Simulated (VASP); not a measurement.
# Si (I4_1/amd) in VASP: single point with PBE

Aim: the single point of Si with PBE.

All numbers are computed with VASP 6.6.1; they aren't measurements. Logs are shortened: lines on timing, memory, paths and dates and some standing lists are left out, and cuts for length are marked.

## 1. The cell of the first run

The structure is tetragonal, space group I4_1/amd (No. 141). Conventional cell: a = 4.845 Å, b = 4.845 Å, c = 2.630 Å, α = 90.00°, β = 90.00°, γ = 90.00°. Within 3.3 Å of Si (site symmetry -4m2) lie 10 Si at 2.51 to 3.12 Å.

## 2. Single point, PBE (Ge replaced by Si, lengths x 0.955, strained)

Input file INCAR:

```
SYSTEM = Si
PREC = Accurate ; ENCUT = 520
EDIFF = 1E-7 ; ISMEAR = 0
SIGMA = 0.1 ; LREAL = .FALSE.
LASPH = .TRUE. ; NELM = 60
ALGO = Normal ; ISIF = 2
LWAVE = .FALSE. ; LCHARG = .FALSE.
GGA = PE ; NBANDS = 11
```

Input file KPOINTS:

```
regular mesh
0
G
  8 8 8
  0 0 0
```

Input file POSCAR:

```
Si
1.0
   -2.4225448805      2.4225448805      1.3149381874
    2.4225448805     -2.4225448805      1.3149381874
    2.4225448805      2.4225448805     -1.3149381874
Si
2
Direct
    0.2500000000      0.7500000000      0.5000000000
    0.5000000000      0.5000000000      0.0000000000
```

Potentials or basis: VASP PAW PBE potentials, release 64 (Si).

Started as:

```bash
> cat potpaw_PBE.64/Si/POTCAR > POTCAR
> mpirun -np 1 vasp_std > vasp.out
```

OUTCAR:

```text
SYSTEM = Si
   PREC = Accurate
   ENCUT = 520
   EDIFF = 1E-7
   ISMEAR = 0
   LREAL = .FALSE.
   LASPH = .TRUE.
   NELM = 60
   ISIF = 2
   GGA = PE

 ion  position               nearest neighbor table
   1  0.250  0.750  0.500-   2 2.51   2 2.51   2 2.51   2 2.51   2 3.12   2 3.12   2 3.12   2 3.12

   2  0.500  0.500  0.000-   1 2.51   1 2.51   1 2.51   1 2.51   1 3.12   1 3.12   1 3.12   1 3.12

  LATTYP: Found a body centered tetragonal cell.
 ALAT       =     4.8450897610
 C/A-ratio  =     0.5427920853

  Lattice vectors:

 A1 = (  -2.4225448805,   2.4225448805,   1.3149381874)
 A2 = (   2.4225448805,  -2.4225448805,   1.3149381874)
 A3 = (   2.4225448805,   2.4225448805,  -1.3149381874)

Analysis of symmetry for initial positions (statically):
=====================================================================
 Subroutine PRICEL returns:
 Original cell was already a primitive cell.

 Routine SETGRP: Setting up the symmetry group for a
 body centered tetragonal supercell.

 Subroutine GETGRP returns: Found 16 space group operations
 (whereof  8 operations were pure point group operations)
 out of a pool of 16 trial point group operations.

The static configuration has the point symmetry D_2d.
 The point group associated with its full space group is D_4h.

Analysis of symmetry for dynamics (positions and initial velocities):
=====================================================================
 Subroutine PRICEL returns:
 Original cell was already a primitive cell.

 Routine SETGRP: Setting up the symmetry group for a
 body centered tetragonal supercell.

 Subroutine GETGRP returns: Found 16 space group operations
 (whereof  8 operations were pure point group operations)
 out of a pool of 16 trial point group operations.

The dynamic configuration has the point symmetry D_2d.
 The point group associated with its full space group is D_4h.

 Subroutine INISYM returns: Found 16 space group operations
 (whereof  8 operations are pure point group operations),
 and found     1 'primitive' translations

----------------------------------------------------------------------------------------

                                     Primitive cell

  volume of cell :      30.8680

  direct lattice vectors                    reciprocal lattice vectors
    -2.422544880  2.422544880  1.314938187     0.000000000  0.206394525  0.380246011
     2.422544880 -2.422544880  1.314938187     0.206394525  0.000000000  0.380246011
     2.422544880  2.422544880 -1.314938187     0.206394525  0.206394525  0.000000000

  length of vectors
     3.669674350  3.669674350  3.669674350     0.432649660  0.432649660  0.291885937

  position of ions in fractional coordinates (direct lattice)
     0.250000000  0.750000000  0.500000000
     0.500000000  0.500000000  0.000000000

  ion indices of the primitive-cell ions
   primitive index   ion index
                 1           1
                 2           2

----------------------------------------------------------------------------------------

 KPOINTS: regular mesh

Automatic generation of k-mesh.
 Grid dimensions read from file:
 generate k-points for:    8    8    8

 Generating k-lattice:

  Cartesian coordinates                     Fractional coordinates (reciprocal lattice)
     0.000000000  0.025799316  0.047530751     0.125000000 -0.000000000  0.000000000
     0.025799316  0.000000000  0.047530751    -0.000000000  0.125000000  0.000000000
     0.025799316  0.025799316  0.000000000     0.000000000  0.000000000  0.125000000

  Length of vectors
     0.054081208  0.054081208  0.036485742

  Shift w.r.t. Gamma in fractional coordinates (k-lattice)
     0.000000000  0.000000000  0.000000000

 Subroutine IBZKPT returns following result:
 ===========================================

 Found     59 irreducible k-points:

 Following reciprocal coordinates:
            Coordinates               Weight
  0.000000  0.000000  0.000000      1.000000
  0.125000  0.000000 -0.000000      8.000000
  0.250000  0.000000 -0.000000      8.000000
  0.375000  0.000000 -0.000000      8.000000
  0.500000  0.000000 -0.000000      4.000000
  0.125000  0.125000 -0.000000      8.000000
[... 16 lines left out ...]
  0.250000  0.125000  0.125000     16.000000
  0.375000  0.125000  0.125000      8.000000
 [... further k-points ...]
   k-points           NKPTS =     59   k-points in BZ     NKDIM =     59   number of bands    NBANDS=     11
   number of dos      NEDOS =    301   number of ions     NIONS =      2
   total plane-waves  NPLWV =  21952
   dimension x,y,z NGX =    28 NGY =   28 NGZ =   28
   dimension x,y,z NGXF=    56 NGYF=   56 NGZF=   56
   ions per type =               2
   NGX,Y,Z   is equivalent  to a cutoff of  12.68, 12.68, 12.68 a.u.
   NGXF,Y,Z  is equivalent  to a cutoff of  25.37, 25.37, 25.37 a.u.
 SYSTEM =  Si
   PREC   = accura    normal or accurate (medium, high low for compatibility)
   ISTART =      0    job   : 0-new  1-cont  2-samecut
   ICHARG =      2    charge: 1-file 2-atom 10-const
   ISPIN  =      1    spin polarized calculation?
   LNONCOLLINEAR =      F non collinear calculations
   LSORBIT =      F    spin-orbit coupling
   LASPH  =      T    aspherical Exc in radial PAW
   ENCUT  =  520.0 eV  38.22 Ry    6.18 a.u.   6.82  6.82  6.82*2*pi/ulx,y,z
   NELM   =     60;   NELMIN=  2; NELMDL= -5     # of ELM steps
   EDIFF  = 0.1E-06   stopping-criterion for ELM
   LREAL  =      F    real-space projection
   EDIFFG = 0.1E-05   stopping-criterion for IOM
   NSW    =      0    number of steps for IOM
   IBRION =     -1    ionic relax: 0-MD 1-quasi-New 2-CG
   NFREE  =      0    steps in history (QN), initial steepest desc. (CG)
   ISIF   =      2    stress and relaxation
   ISYM   =      2    0-nonsym 1-usesym 2-fastsym
   POTIM  = 0.5000    time-step for ionic-motion
   TEBEG  =    0.0;   TEEND  =   0.0 temperature during run
   PSTRESS=    0.0 pullay stress
   NELECT =       8.0000    total number of electrons
   NUPDOWN=      -1.0000    fix difference up-down
   EMIN   =  10.00;   EMAX   =-10.00  energy-range for DOS
   EFERMI =   0.00;   METHOD = LEGACY
   ISMEAR =     0;   SIGMA  =   0.10  broadening in eV -4-tet -1-fermi 0-gaus
   EFERMI_NEDOS =   21; number of points for ismear=-14 and -15
   IALGO  =     38    algorithm
   IMIX   =      4    mixing-type and parameters
     AMIX     =   0.40;   BMIX     =  1.00
     AMIX_MAG =   1.60;   BMIX_MAG =  1.00
  volume/ion in A,a.u.               =      15.43       104.15
  Fermi-wavevector in a.u.,A,eV,Ry     =   1.043763  1.972426 14.822743  1.089441
  Thomas-Fermi vector in A             =   2.178486
   LORBIT       =      0    0 simple, 1 ext, 2 COOP (PROOUT), +10 PAW based schemes
   GGA     = PE    functional components
   LHFCALC =     F    Hartree Fock is set to
   AEXX    =    0.0000 exact exchange contribution
   IVDW    =     0    specifies the selected vdW correction
   LEPSILON=     F    determine dielectric tensor
   LRPA    =     F    only Hartree local field effects (RPA)
 non-spin polarized calculation
 Gauss-broadening in eV      SIGMA  =   0.10
  energy-cutoff  :      520.00
  volume of cell :       30.87
 maximum number of plane-waves:       842
   NGX = 13   NGY = 13   NGZ = 13

 number of electron       7.9999999 magnetization

 Free energy of the ion-electron system (eV)
  ---------------------------------------------------
  ext. energy  EPLUGINS =         0.00000000
  ---------------------------------------------------
  free energy    TOTEN  =       -10.23879742 eV

  energy without entropy =      -10.22879783  energy(sigma->0) =      -10.23379763

 E-fermi :   9.0144     XC(G=0): -10.8567

 val. band max:        9.0090601218   @ k =   0.3750   0.3750   0.1250
 cond. band min:       9.0289992393   @ k =  -0.3750   0.3750   0.1250
 fundamental gap:      0.0199391174
 Fermi energy:         9.0144396638

 k-point     1 :       0.0000    0.0000    0.0000
  band No.  band energies     occupation
      1      -4.6388      2.00000
      2       6.4388      2.00000
      3       6.4388      2.00000
      4       6.6633      2.00000
      5      10.5730      0.00000
      6      16.5842      0.00000
      7      17.6257      0.00000
      8      17.6257      0.00000
      9      18.4942      0.00000
     10      19.0575      0.00000
     11      19.6134      0.00000

 k-point     2 :       0.1250    0.0000   -0.0000
  band No.  band energies     occupation
      1      -4.2178      2.00000
      2       5.4910      2.00000
      3       6.3272      2.00000
      4       8.3278      2.00000
      5      11.4558      0.00000
      6      14.5144      0.00000
      7      14.9777      0.00000
      8      16.7074      0.00000
      9      17.0919      0.00000
     10      18.3647      0.00000
     11      19.9750      0.00000

 k-point     3 :       0.2500    0.0000   -0.0000
  band No.  band energies     occupation
      1      -2.9620      2.00000
      2       5.2051      2.00000
      3       6.3715      2.00000
      4       9.4741      0.00000
      5      11.4432      0.00000
      6      11.9614      0.00000
      7      13.2562      0.00000
      8      14.8158      0.00000
      9      14.8731      0.00000
     10      16.5999      0.00000
     11      20.0706      0.00000

 k-point     4 :       0.3750    0.0000   -0.0000
  band No.  band energies     occupation
      1      -0.8967      2.00000
      2       5.2490      2.00000
      3       6.1494      2.00000
      4       6.8761      2.00000
      5       9.1701      0.02773
      6      11.4364      0.00000
      7      13.6716      0.00000
      8      13.9824      0.00000
      9      15.7979      0.00000
     10      17.3269      0.00000
     11      21.6253      0.00000

 k-point     5 :       0.5000    0.0000   -0.0000
  band No.  band energies     occupation
      1       1.5833      2.00000
      2       2.3764      2.00000
      3       6.8288      2.00000
      4       7.3946      2.00000
      5       7.4449      2.00000
      6      10.2002      0.00000
      7      13.3869      0.00000
      8      14.3864      0.00000
      9      17.7481      0.00000
     10      19.9651      0.00000
     11      20.4861      0.00000
[... 211 lines left out ...]
 k-point    21 :       0.5000    0.5000   -0.0000
  band No.  band energies     occupation
      1      -1.6160      2.00000
      2      -1.6160      2.00000
      3       9.2149      0.00458
      4       9.2149      0.00458
      5      11.3225      0.00000
      6      11.3225      0.00000
      7      17.5975      0.00000
      8      17.5975      0.00000
      9      18.7561      0.00000
     10      18.7561      0.00000
     11      22.6185      0.00000

 k-point    22 :       0.1250    0.1250    0.1250
  band No.  band energies     occupation
      1      -2.5842      2.00000
      2       3.2768      2.00000
      3       8.0093      2.00000
      4       9.5544      0.00000
      5      10.7588      0.00000
      6      10.9289      0.00000
      7      14.4954      0.00000
      8      15.0453      0.00000
      9      15.5704      0.00000
     10      17.2085      0.00000
     11      18.3167      0.00000

 k-point    23 :       0.2500    0.1250    0.1250
  band No.  band energies     occupation
      1      -0.5243      2.00000
      2       3.7927      2.00000
      3       5.9996      2.00000
      4       7.2097      2.00000
      5       9.7846      0.00000
      6      12.8511      0.00000
      7      13.4737      0.00000
      8      14.2364      0.00000
      9      15.2223      0.00000
     10      18.2937      0.00000
     11      19.5033      0.00000

 k-point    24 :       0.3750    0.1250    0.1250
  band No.  band energies     occupation
      1       1.9481      2.00000
      2       2.7087      2.00000
      3       4.9830      2.00000
      4       5.5043      2.00000
      5      10.3589      0.00000
      6      12.1852      0.00000
      7      13.7835      0.00000
      8      14.3173      0.00000
      9      16.6117      0.00000
     10      18.3950      0.00000
     11      20.1574      0.00000

 [... further k-points ...]

------------------------ aborting loop because EDIFF is reached ----------------------------------------

  FORCE on cell =-STRESS in cart. coord.  units (eV):
  Direction    XX          YY          ZZ          XY          YZ          ZX
  --------------------------------------------------------------------------------------
  -------------------------------------------------------------------------------------
  Total       -0.6223157     -0.6223157      0.8257162      0.0000000      0.0000000      0.0000000
  in kB      -32.3007310    -32.3007310     42.8580471      0.0000000      0.0000000      0.0000000
  external PRESSURE =      -7.2478050 kB  Pullay stress =       0.0000000 kB

 VOLUME and BASIS-vectors are now :
 -----------------------------------------------------------------------------
  energy-cutoff  :      520.00
  volume of cell :       30.87
      direct lattice vectors                 reciprocal lattice vectors
    -2.422544880  2.422544880  1.314938187     0.000000000  0.206394525  0.380246011
     2.422544880 -2.422544880  1.314938187     0.206394525  0.000000000  0.380246011
     2.422544880  2.422544880 -1.314938187     0.206394525  0.206394525  0.000000000

 POSITION                                       TOTAL-FORCE (eV/Angst)
 -----------------------------------------------------------------------------------
      2.42254      0.00000      0.65747         0.000000      0.000000     -0.000000
      0.00000      0.00000      1.31494        -0.000000     -0.000000      0.000000
 -----------------------------------------------------------------------------------
    total drift:                                0.000000      0.000000      0.000000

  FREE ENERGIE OF THE ION-ELECTRON SYSTEM (eV)
  ---------------------------------------------------
  free  energy   TOTEN  =       -10.2387974207 eV

  energy  without entropy=      -10.2287978304  energy(sigma->0) =      -10.23379763
```

Wall time 18 s (1 thread of Intel Xeon Platinum 8375C at 2.90GHz (Ice Lake), shared host); peak memory 0.15 GiB.

Results:

| Quantity | Value |
| --- | --- |
| Free energy | -10.2388 eV |
| Pressure | -0.7 GPa |
| Band gap on the k mesh | zero (bands 4 and 5 overlap by 5.00 eV) |

Caveat: the cell differs from its parent crystal (Ge replaced by Si, lengths x 0.955, strained); the stress differs along the axes, from -3 to 4 GPa.
